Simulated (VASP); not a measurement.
**Ti: electric field gradients with LDA**

Crystal: Ti.

```xyz
2
Lattice="2.9500 0.0000 0.0000 -1.4750 2.5548 0.0000 0.0000 0.0000 4.6860" Properties=species:S:1:pos:R:3 pbc="T T T"
Ti    0.0000    1.7032    1.1715
Ti    1.4750    0.8516    3.5145
```

```yaml
Program: VASP 6.6.1
Task: electric field gradients
Functional: LDA
Potentials_or_basis: VASP PAW LDA potentials, release 64 (Ti_sv)
Cutoff: 520 eV
k_mesh: 13 × 13 × 7
Occupations: fermi-dirac, width 0.08 eV
Spin: no spin polarisation
Dipole_correction: no
Further_INCAR_settings: ALGO = Normal; EDIFF = 1e-08; NBANDS = 19
```

The pressure is -9.9 GPa and the band gap on the k mesh is zero (band 12 reaches 8.66 eV, above the bottom of band 13 at 7.60 eV).

Stress tensor (GPa, compression positive):
```
 -9.74   0.00   0.00
  0.00  -9.74   0.00
  0.00   0.00 -10.26
```

Levels at points of the mesh, in eV from the Fermi level:
```
           k point  band 8  band 9  band 10  band 11  band 12  band 13  band 14  band 15  band 16  band 17
(0.00, 0.00, 0.00)  -32.40   -6.07    -2.62     0.75     0.75     0.83     0.85     1.24     1.24     1.58
```

Electric field gradients, principal values (V/Å²):
```tsv
atom	least	middle	greatest (by size)
1 Ti	-8.513	-8.513	17.026
2 Ti	-8.513	-8.513	17.026
```

It took 66 s on 1 thread of Intel(R) Xeon(R) Platinum 8488C (Sapphire Rapids), on a shared host, peak memory 0.17 GiB.

Caveat: without QUAD_EFG the Cq values of the log hold for a quadrupole moment of 1 mb, not for the nuclei.
